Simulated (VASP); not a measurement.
# Ga (C2/m) in VASP: notebook

The runs below take Ga through electric field gradients, with PBEsol.

Everything below comes from runs of VASP 6.6.1. Logs are shortened: lines on timing, memory, paths and dates and some standing lists are left out, and cuts for length are marked.

### Step 1. The cell of the first run

It takes space group C2/m (No. 12, monoclinic). The conventional cell has a = 5.202 Å, b = 3.003 Å, c = 4.865 Å, α = 90.00°, β = 90.00°, γ = 90.00°. Within 2.8 Å of Ga (site symmetry m) lie 3 Ga at 2.09 to 2.66 Å.

### Step 2. Electric field gradients, PBEsol (shortest bond scaled by 0.7)

Input file INCAR:

```
PREC     = Accurate       # precision mode
ENCUT    = 520            # plane-wave cutoff, eV
EDIFF    = 1E-8           # SCF threshold, eV
ISMEAR   = -1             # smearing method
SIGMA    = 0.05           # smearing width, eV
LREAL    = False          # projectors in reciprocal space
LASPH    = True           # aspherical terms in the spheres
NELM     = 60             # most SCF steps
ALGO     = Normal         # electronic algorithm
ISIF     = 2              # what is computed and relaxed
LWAVE    = False          # write WAVECAR
LCHARG   = False          # write CHGCAR
GGA      = PS             # functional
LEFG     = True         
NBANDS   = 20             # bands
```

Input file KPOINTS:

```
Automatic mesh
0
Gamma
  11 11 6
```

Input file POSCAR:

```
Ga
1.0
    3.0031658500      0.0000000000      0.0000000000
   -1.5015829250      2.6008179178      0.0000000000
    0.0000000000      0.0000000000      4.8651286769
Ga
2
Direct
    0.2333333333      0.6166666667      0.1750000000
    0.7666666667      0.3833333333      0.8250000000
```

Potentials or basis: VASP PAW PBE potentials, release 64 (Ga_d).

The run is started by

```bash
> cat potpaw_PBE.64/Ga_d/POTCAR > POTCAR
> mpirun -np 1 vasp_std > vasp.out
```

OUTCAR:

```text
PREC = Accurate
   ENCUT = 520
   EDIFF = 1E-8
   ISMEAR = -1
   LREAL = False
   LASPH = True
   NELM = 60
   ISIF = 2
   GGA = PS

 ion  position               nearest neighbor table
   1  0.233  0.617  0.175-   2 2.09   2 2.66   2 2.66
   2  0.767  0.383  0.825-   1 2.09   1 2.66   1 2.66

  LATTYP: Found a hexagonal cell.
 ALAT       =     3.0031658500
 C/A-ratio  =     1.6200000000

  Lattice vectors:

 A1 = (   3.0031658500,   0.0000000000,   0.0000000000)
 A2 = (  -1.5015829250,   2.6008179178,   0.0000000000)
 A3 = (   0.0000000000,   0.0000000000,   4.8651286769)

Analysis of symmetry for initial positions (statically):
=====================================================================
 Subroutine PRICEL returns:
 Original cell was already a primitive cell.

 Routine SETGRP: Setting up the symmetry group for a
 hexagonal supercell.

 Subroutine GETGRP returns: Found  4 space group operations
 (whereof  4 operations were pure point group operations)
 out of a pool of 24 trial point group operations.

The static configuration has the point symmetry C_2h.

Analysis of symmetry for dynamics (positions and initial velocities):
=====================================================================
 Subroutine PRICEL returns:
 Original cell was already a primitive cell.

 Routine SETGRP: Setting up the symmetry group for a
 hexagonal supercell.

 Subroutine GETGRP returns: Found  4 space group operations
 (whereof  4 operations were pure point group operations)
 out of a pool of 24 trial point group operations.

The dynamic configuration has the point symmetry C_2h.

 Subroutine INISYM returns: Found  4 space group operations
 (whereof  4 operations are pure point group operations),
 and found     1 'primitive' translations

----------------------------------------------------------------------------------------

                                     Primitive cell

  volume of cell :      38.0000

  direct lattice vectors                    reciprocal lattice vectors
     3.003165850  0.000000000  0.000000000     0.332981943  0.192247214  0.000000000
    -1.501582925  2.600817918  0.000000000     0.000000000  0.384494429  0.000000000
     0.000000000  0.000000000  4.865128677     0.000000000  0.000000000  0.205544409

  length of vectors
     3.003165850  3.003165850  4.865128677     0.384494429  0.384494429  0.205544409

  position of ions in fractional coordinates (direct lattice)
     0.233333333  0.616666667  0.175000000
     0.766666667  0.383333333  0.825000000

  ion indices of the primitive-cell ions
   primitive index   ion index
                 1           1
                 2           2

----------------------------------------------------------------------------------------

 KPOINTS: Automatic mesh

Automatic generation of k-mesh.
 Grid dimensions read from file:
 generate k-points for:   11   11    6

 Generating k-lattice:

  Cartesian coordinates                     Fractional coordinates (reciprocal lattice)
     0.030271086  0.017477019  0.000000000     0.090909091  0.000000000  0.000000000
     0.000000000  0.034954039  0.000000000     0.000000000  0.090909091  0.000000000
     0.000000000  0.000000000  0.034257402     0.000000000  0.000000000  0.166666667

  Length of vectors
     0.034954039  0.034954039  0.034257402

  Shift w.r.t. Gamma in fractional coordinates (k-lattice)
     0.000000000  0.000000000  0.000000000

 Subroutine IBZKPT returns following result:
 ===========================================

 Found    204 irreducible k-points:

 Following reciprocal coordinates:
            Coordinates               Weight
  0.000000  0.000000  0.000000      1.000000
  0.090909  0.000000  0.000000      2.000000
  0.000000  0.090909  0.000000      4.000000
  0.181818  0.000000  0.000000      2.000000
  0.000000  0.181818  0.000000      4.000000
  0.272727  0.000000  0.000000      2.000000
[... 16 lines left out ...]
  0.454545  0.090909  0.000000      2.000000
 -0.090909 -0.454545  0.000000      4.000000
 [... further k-points ...]
   k-points           NKPTS =    204   k-points in BZ     NKDIM =    204   number of bands    NBANDS=     20
   number of dos      NEDOS =    301   number of ions     NIONS =      2
   total plane-waves  NPLWV =  20736
   dimension x,y,z NGX =    24 NGY =   24 NGZ =   36
   dimension x,y,z NGXF=    48 NGYF=   48 NGZF=   72
   ions per type =               2
   NGX,Y,Z   is equivalent  to a cutoff of  13.29, 13.29, 12.30 a.u.
   NGXF,Y,Z  is equivalent  to a cutoff of  26.57, 26.57, 24.60 a.u.
 SYSTEM =  unknown system
   PREC   = accura    normal or accurate (medium, high low for compatibility)
   ISTART =      0    job   : 0-new  1-cont  2-samecut
   ICHARG =      2    charge: 1-file 2-atom 10-const
   ISPIN  =      1    spin polarized calculation?
   LNONCOLLINEAR =      F non collinear calculations
   LSORBIT =      F    spin-orbit coupling
   LASPH  =      T    aspherical Exc in radial PAW
   ENCUT  =  520.0 eV  38.22 Ry    6.18 a.u.   5.58  5.58  9.05*2*pi/ulx,y,z
   NELM   =     60;   NELMIN=  2; NELMDL= -5     # of ELM steps
   EDIFF  = 0.1E-07   stopping-criterion for ELM
   LREAL  =      F    real-space projection
   EDIFFG = 0.1E-06   stopping-criterion for IOM
   NSW    =      0    number of steps for IOM
   IBRION =     -1    ionic relax: 0-MD 1-quasi-New 2-CG
   NFREE  =      0    steps in history (QN), initial steepest desc. (CG)
   ISIF   =      2    stress and relaxation
   ISYM   =      2    0-nonsym 1-usesym 2-fastsym
   POTIM  = 0.5000    time-step for ionic-motion
   TEBEG  =    0.0;   TEEND  =   0.0 temperature during run
   PSTRESS=    0.0 pullay stress
   NELECT =      26.0000    total number of electrons
   NUPDOWN=      -1.0000    fix difference up-down
   EMIN   =  10.00;   EMAX   =-10.00  energy-range for DOS
   EFERMI =   0.00;   METHOD = LEGACY
   ISMEAR =    -1;   SIGMA  =   0.05  broadening in eV -4-tet -1-fermi 0-gaus
   EFERMI_NEDOS =   21; number of points for ismear=-14 and -15
   IALGO  =     38    algorithm
   IMIX   =      4    mixing-type and parameters
     AMIX     =   0.40;   BMIX     =  1.00
     AMIX_MAG =   1.60;   BMIX_MAG =  1.00
  volume/ion in A,a.u.               =      19.00       128.22
  Fermi-wavevector in a.u.,A,eV,Ry     =   1.442574  2.726069 28.313990  2.081020
  Thomas-Fermi vector in A             =   2.561079
   LORBIT       =      0    0 simple, 1 ext, 2 COOP (PROOUT), +10 PAW based schemes
   GGA     = PS    functional components
   LHFCALC =     F    Hartree Fock is set to
   AEXX    =    0.0000 exact exchange contribution
   IVDW    =     0    specifies the selected vdW correction
   LEPSILON=     F    determine dielectric tensor
   LRPA    =     F    only Hartree local field effects (RPA)
 non-spin polarized calculation
  energy-cutoff  :      520.00
  volume of cell :       38.00
 maximum number of plane-waves:      1044
   NGX = 11   NGY = 11   NGZ = 19

 number of electron      25.9999988 magnetization

 Free energy of the ion-electron system (eV)
  ---------------------------------------------------
  ext. energy  EPLUGINS =         0.00000000
  ---------------------------------------------------
  free energy    TOTEN  =        -5.19530877 eV

  energy without entropy =       -5.18656660  energy(sigma->0) =       -5.19093769

 E-fermi :   5.3190     XC(G=0): -10.9367

 val. band max:        5.3183948071   @ k =   0.1818   0.1818   0.1667
 cond. band min:       5.3474350881   @ k =  -0.1818  -0.4545   0.3333
 fundamental gap:      0.0290402810
 Fermi energy:         5.3190034550

 k-point     1 :       0.0000    0.0000    0.0000
  band No.  band energies     occupation
      1     -10.6255      2.00000
      2     -10.3720      2.00000
      3     -10.2155      2.00000
      4     -10.0770      2.00000
      5      -9.9327      2.00000
      6      -9.8795      2.00000
[... 12 lines left out ...]
     19      18.5942      0.00000
     20      20.0415      0.00000

 k-point     2 :       0.0909    0.0000    0.0000
  band No.  band energies     occupation
      1     -10.6335      2.00000
      2     -10.3474      2.00000
      3     -10.2074      2.00000
      4     -10.0611      2.00000
      5      -9.9622      2.00000
      6      -9.8657      2.00000
[... 498 lines left out ...]
 k-point    24 :      -0.0909   -0.4545    0.0000
  band No.  band energies     occupation
      1     -10.6323      2.00000
      2     -10.3760      2.00000
      3     -10.2656      2.00000
      4     -10.0986      2.00000
      5      -9.8354      2.00000
      6      -9.7689      2.00000
[... 12 lines left out ...]
     19      16.1468      0.00000
     20      16.9874      0.00000

 [... further k-points ...]

------------------------ aborting loop because EDIFF is reached ----------------------------------------

  FORCE on cell =-STRESS in cart. coord.  units (eV):
  Direction    XX          YY          ZZ          XY          YZ          ZX
  --------------------------------------------------------------------------------------
  -------------------------------------------------------------------------------------
  Total        2.7913430      1.1234685      6.9135770      1.4444217      2.0676164      3.5812160
  in kB      117.6901701     47.3683097    291.4941161     60.9005176     87.1760043    150.9932387
  external PRESSURE =     152.1841986 kB  Pullay stress =       0.0000000 kB

 VOLUME and BASIS-vectors are now :
 -----------------------------------------------------------------------------
  energy-cutoff  :      520.00
  volume of cell :       38.00
      direct lattice vectors                 reciprocal lattice vectors
     3.003165850  0.000000000  0.000000000     0.332981943  0.192247214  0.000000000
    -1.501582925  2.600817918  0.000000000     0.000000000  0.384494429  0.000000000
     0.000000000  0.000000000  4.865128677     0.000000000  0.000000000  0.205544409

 POSITION                                       TOTAL-FORCE (eV/Angst)
 -----------------------------------------------------------------------------------
     -0.22524      1.60384      0.85140         2.019987      1.166240      5.215707
      1.72682      0.99698      4.01373        -2.019987     -1.166240     -5.215707
 -----------------------------------------------------------------------------------
    total drift:                               -0.000000      0.000000     -0.000000

  FREE ENERGIE OF THE ION-ELECTRON SYSTEM (eV)
  ---------------------------------------------------
  free  energy   TOTEN  =        -5.1953087726 eV

  energy  without entropy=       -5.1865666037  energy(sigma->0) =       -5.19093769

 Electric field gradients (V/A^2)
---------------------------------------------------------------------
 ion       V_xx      V_yy      V_zz      V_xy      V_xz      V_yz
---------------------------------------------------------------------
   1       6.744    29.812   -36.556   -19.976   -37.907   -21.886
   2       6.744    29.812   -36.556   -19.976   -37.907   -21.886
---------------------------------------------------------------------

 Electric field gradients after diagonalization (V/A^2)
 (convention: |V_zz| > |V_xx| > |V_yy|)
----------------------------------------------------------------------
 ion       V_xx      V_yy      V_zz     asymmetry (V_yy - V_xx)/ V_zz
----------------------------------------------------------------------
   1      41.345    25.892   -67.236       0.230
   2      41.345    25.892   -67.236       0.230
----------------------------------------------------------------------

           NMR quadrupolar parameters

 Cq : quadrupolar parameter    Cq=e*Q*V_zz/h
 eta: asymmetry parameters     (V_yy - V_xx)/ V_zz
 Q  : nuclear electric quadrupole moment in mb (millibarn)
----------------------------------------------------------------------
 ion       Cq(MHz)       eta       Q (mb)
----------------------------------------------------------------------
   1      -0.163       0.230       1.000
   2      -0.163       0.230       1.000
----------------------------------------------------------------------
```

Wall time 1.9 min (1 thread of Intel Xeon 6975P-C, shared host); peak memory 0.24 GiB.

What came out:

* Free energy: -5.1953 eV
* Pressure: 15.2 GPa
* Largest force: 5.713 eV/Å
* Band gap on the k mesh: zero (band 13 reaches 8.27 eV, above the bottom of band 14 at 3.40 eV)

Forces in eV/Å, atoms in the order of the input:
```
Ga   2.020  1.166  5.216
Ga  -2.020 -1.166 -5.216
```

Electric field gradients, principal values (V/Å²):
```csv
atom,least,middle,greatest (by size)
1 Ga,25.892,41.345,-67.236
2 Ga,25.892,41.345,-67.236
```

Caveat: the cell differs from its parent crystal (shortest bond scaled by 0.7); without QUAD_EFG the Cq values of the log hold for a quadrupole moment of 1 mb, not for the nuclei; the PAW data sets were made with another functional, which shifts forces and pressure a little.

### Step 3. Electric field gradients, PBEsol (shortest bond scaled by 0.58)

Input file INCAR:

```
PREC = Accurate ; ENCUT = 520
EDIFF = 1E-8 ; ISMEAR = -1
SIGMA = 0.05 ; LREAL = F
LASPH = T ; NELM = 80
ALGO = Normal ; ISIF = 2
LWAVE = F ; LCHARG = F
GGA = PS ; LEFG = T
NBANDS = 20
```

KPOINTS is that of step 2.

Input file POSCAR:

```
Ga
1.0
    3.0031658500      0.0000000000      0.0000000000
   -1.5015829250      2.6008179178      0.0000000000
    0.0000000000      0.0000000000      4.8651286769
Ga
2
Direct
    0.1933333333      0.5966666667      0.1450000000
    0.8066666667      0.4033333333      0.8550000000
```

Potentials or basis: VASP PAW PBE potentials, release 64 (Ga_d).

The run is started by

```bash
> cat potpaw_PBE.64/Ga_d/POTCAR > POTCAR
> mpirun -np 1 vasp_std > vasp.out
```

OUTCAR:

```text
PREC = Accurate
   ENCUT = 520
   EDIFF = 1E-8
   ISMEAR = -1
   LREAL = F
   LASPH = T
   NELM = 80
   ISIF = 2
   GGA = PS

 ion  position               nearest neighbor table
   1  0.193  0.597  0.145-   2 1.73   2 2.61   2 2.61
   2  0.807  0.403  0.855-   1 1.73   1 2.61   1 2.61

  LATTYP: Found a hexagonal cell.
 ALAT       =     3.0031658500
 C/A-ratio  =     1.6200000000

  Lattice vectors:

 A1 = (   3.0031658500,   0.0000000000,   0.0000000000)
 A2 = (  -1.5015829250,   2.6008179178,   0.0000000000)
 A3 = (   0.0000000000,   0.0000000000,   4.8651286769)

Analysis of symmetry for initial positions (statically):
=====================================================================
 Subroutine PRICEL returns:
 Original cell was already a primitive cell.

 Routine SETGRP: Setting up the symmetry group for a
 hexagonal supercell.

 Subroutine GETGRP returns: Found  4 space group operations
 (whereof  4 operations were pure point group operations)
 out of a pool of 24 trial point group operations.

The static configuration has the point symmetry C_2h.

Analysis of symmetry for dynamics (positions and initial velocities):
=====================================================================
 Subroutine PRICEL returns:
 Original cell was already a primitive cell.

 Routine SETGRP: Setting up the symmetry group for a
 hexagonal supercell.

 Subroutine GETGRP returns: Found  4 space group operations
 (whereof  4 operations were pure point group operations)
 out of a pool of 24 trial point group operations.

The dynamic configuration has the point symmetry C_2h.

[... 143 lines left out ...]
  energy without entropy =       -0.99034946  energy(sigma->0) =       -0.99371510

 E-fermi :   5.1516     XC(G=0): -10.7485

 val. band max:        5.1499565548   @ k =  -0.0909  -0.4545   0.5000
 cond. band min:       5.1606208118   @ k =   0.0000   0.2727   0.0000
 fundamental gap:      0.0106642570
 Fermi energy:         5.1516343287

 k-point     1 :       0.0000    0.0000    0.0000
  band No.  band energies     occupation
      1     -12.5158      2.00000
      2     -11.7717      2.00000
      3     -11.6083      2.00000
      4     -10.8074      2.00000
      5     -10.5569      2.00000
      6     -10.4006      2.00000
[... 541 lines left out ...]
     19      16.4883      0.00000
     20      17.6274      0.00000

 [... further k-points ...]
[... 5 lines left out ...]
  --------------------------------------------------------------------------------------
  -------------------------------------------------------------------------------------
  Total       10.8457797      4.8041022     23.2742699      5.2322462      8.1118886     14.0502011
  in kB      457.2858499    202.5532529    981.3028335    220.6049001    342.0180023    592.3924636
  external PRESSURE =     547.0473121 kB  Pullay stress =       0.0000000 kB

 VOLUME and BASIS-vectors are now :
 -----------------------------------------------------------------------------
  energy-cutoff  :      520.00
  volume of cell :       38.00
      direct lattice vectors                 reciprocal lattice vectors
     3.003165850  0.000000000  0.000000000     0.332981943  0.192247214  0.000000000
    -1.501582925  2.600817918  0.000000000     0.000000000  0.384494429  0.000000000
     0.000000000  0.000000000  4.865128677     0.000000000  0.000000000  0.205544409

 POSITION                                       TOTAL-FORCE (eV/Angst)
 -----------------------------------------------------------------------------------
     -0.31533      1.55182      0.70544         9.800922      5.658565     17.663294
      1.81692      1.04900      4.15969        -9.800922     -5.658565    -17.663294
 -----------------------------------------------------------------------------------
    total drift:                                0.000000      0.000000     -0.000000

  FREE ENERGIE OF THE ION-ELECTRON SYSTEM (eV)
  ---------------------------------------------------
  free  energy   TOTEN  =        -0.9970807371 eV

  energy  without entropy=       -0.9903494595  energy(sigma->0) =       -0.99371510

 Electric field gradients (V/A^2)
---------------------------------------------------------------------
 ion       V_xx      V_yy      V_zz      V_xy      V_xz      V_yz
---------------------------------------------------------------------
   1       1.722    45.819   -47.541   -38.188   -63.305   -36.549
   2       1.722    45.819   -47.541   -38.188   -63.305   -36.549
---------------------------------------------------------------------

 Electric field gradients after diagonalization (V/A^2)
 (convention: |V_zz| > |V_xx| > |V_yy|)
----------------------------------------------------------------------
 ion       V_xx      V_yy      V_zz     asymmetry (V_yy - V_xx)/ V_zz
----------------------------------------------------------------------
   1      67.866    40.421  -108.287       0.253
   2      67.866    40.421  -108.287       0.253
----------------------------------------------------------------------

           NMR quadrupolar parameters

 Cq : quadrupolar parameter    Cq=e*Q*V_zz/h
 eta: asymmetry parameters     (V_yy - V_xx)/ V_zz
 Q  : nuclear electric quadrupole moment in mb (millibarn)
----------------------------------------------------------------------
 ion       Cq(MHz)       eta       Q (mb)
----------------------------------------------------------------------
   1      -0.262       0.253       1.000
   2      -0.262       0.253       1.000
----------------------------------------------------------------------
```

Wall time 1.8 min (1 thread of Intel Xeon 6975P-C, shared host); peak memory 0.24 GiB.

Results:

```yaml
Free_energy: -0.9971 eV
Pressure: 54.7 GPa
Largest_force: 20.978 eV/Å
Band_gap_on_the_k_mesh: zero (band 13 reaches 8.21 eV, above the bottom of band 14 at 3.33 eV)
```

Forces on the atoms (eV/Å):
```
Ga    9.801   5.659  17.663
Ga   -9.801  -5.659 -17.663
```

Electric field gradients, principal values (V/Å²):
```csv
atom,least,middle,greatest (by size)
1 Ga,40.421,67.866,-108.287
2 Ga,40.421,67.866,-108.287
```

Caveat: the cell differs from its parent crystal (shortest bond scaled by 0.58); without QUAD_EFG the Cq values of the log hold for a quadrupole moment of 1 mb, not for the nuclei; the PAW data sets were made with another functional, which shifts forces and pressure a little.
